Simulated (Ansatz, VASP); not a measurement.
## Zn2CdSe3 in VASP and in Ansatz

```
Zn Cd Se
1.0
     7.56031    0.00000    0.00000
    -3.78016    6.54742    0.00000
     0.00000    0.00000    3.02515
Zn Cd Se
2 1 3
Direct
  0.66667 0.33333 0.50000
  0.33333 0.66667 0.50000
  0.00000 0.00000 0.50000
  0.00000 0.50000 0.00000
  0.50000 0.50000 0.00000
  0.50000 0.00000 0.00000
```

Alike in both runs: task single point; functional PBE; k mesh 6 × 6 × 12; occupations gaussian, width 0.1 eV; no spin polarisation.

```csv
,VASP,Ansatz
version,VASP 6.6.1,Ansatz 0.2.0
potentials or method,"VASP PAW PBE potentials, release 64 (Zn, Cd, Se), cutoff 520 eV","scalar-relativistic, plane waves, PAW"
valence electrons in the cell,54,92
```

VASP gave:

```
gap on the k mesh at the Fermi level (eV) : none
pressure (GPa)                            : 0.1
```

**Question.** Which values does Ansatz return?

**Answer.** gap on the k mesh at the Fermi level (eV): none; pressure (GPa): 0.0.

A gap of «none» marks a metal or a gap that the smearing closes. The functional is the same, so the differences come from potentials, cutoffs and numerics. VASP's potentials hold 54 valence electrons a cell and Ansatz's 92, so a difference there can come from the potentials and not from the codes.
